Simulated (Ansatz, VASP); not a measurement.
## One calculation of BaTiO3, two programs

```xyz
5
Lattice="3.9672 0.0000 0.0000 0.0000 3.9672 0.0000 0.0000 0.0000 4.0073" Properties=species:S:1:pos:R:3 pbc="T T T"
Ba    1.9836    1.9836    2.0036
Ti    0.0000    0.0000    0.0000
O     1.9836    0.0000    0.0000
O     0.0000    1.9836    0.0000
O     0.0000    0.0000    2.0036
```

Change from the starting cell: equal xx and yy strain of -1 %, PAW files.

Alike in both runs: task electric field gradients; functional PBE; k mesh 8 × 8 × 8; occupations fermi-dirac, width 0.05 eV; no spin polarisation.

|  | VASP | Ansatz |
| --- | --- | --- |
| version | VASP 6.6.1 | Ansatz 0.2.0 |
| potentials or method | VASP PAW PBE potentials, release 64 (Ba_sv, Ti_sv, O) | PAW with Ansatz's default frozen-core files, scalar-relativistic |
| plane-wave cutoff (eV) | 520 | 420 |
| valence electrons in the cell | 40 | 40 |

Ansatz gave:

```
pressure (GPa)                                                : 5.1
traceless stress, the component that is largest in VASP (GPa) : -1.36
size of Vzz on the site where it differs most (V/Å²)          : 22.8
```

Q: What did VASP give for the same quantities?

A: Pressure (GPa): 7.0; traceless stress, the component that is largest in VASP (GPa): -1.41; size of Vzz on the site where it differs most (V/Å²): 21.8.

With one functional, cell and mesh, what is left measures potentials, basis and numerics.

Neither program's run includes spin-orbit coupling.
